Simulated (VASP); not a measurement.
Here is a VASP 6.6.1 calculation.

Contents of POSCAR:

```
Fe
1.0
   -1.4525565699      1.4525565699      1.4525565699
    1.4525565699     -1.4525565699      1.4525565699
    1.4525565699      1.4525565699     -1.4525565699
Fe
1
Direct
    0.0000000000      0.0000000000      0.0000000000
```

The input INCAR.step1:

```
  PREC = Accurate
  ENCUT = 520
  EDIFF = 1E-5
  ISMEAR = -1
  SIGMA = 0.05
  LREAL = False
  LASPH = True
  NELM = 150
  ALGO = Normal
  ISIF = 2
  LWAVE = True
  LCHARG = False
  ISPIN = 2
  MAGMOM = 3
  LORBIT = 11
  LMAXMIX = 4
  NBANDS = 14
  GGA = PE
```

INCAR.step2

```
  PREC = Accurate
  ENCUT = 520
  EDIFF = 1E-6
  ISMEAR = -1
  SIGMA = 0.05
  LREAL = False
  LASPH = True
  NELM = 150
  ALGO = Normal
  ISIF = 2
  LWAVE = False
  LCHARG = False
  ISPIN = 2
  MAGMOM = 3
  LORBIT = 11
  LMAXMIX = 4
  GGA = PE
  LHFCALC = True
  AEXX = 1.0
  ALDAC = 0.0
  AGGAC = 0.0
  PRECFOCK = Normal
  NBANDS = 14
  ISTART = 1
```

The input KPOINTS:

```
regular mesh
0
Gamma
  7 7 7
```

Potentials or basis: VASP PAW PBE potentials, release 64 (Fe).

Launch:

```sh
$ cat potpaw_PBE.64/Fe/POTCAR > POTCAR
$ cp INCAR.step1 INCAR
$ mpirun -np 1 vasp_std > vasp.out
$ cp INCAR.step2 INCAR
$ mpirun -np 1 vasp_std > vasp.out
```

What does it give for the net moment?

3.17 μB per cell.

Predict the site moments.

Fe +3.32 μB.

What does it give for the pressure?

42.8 GPa.

Caveat: the k points lie up to 0.44 Å⁻¹ apart; the PAW data sets were made with another functional, which shifts forces and pressure a little.
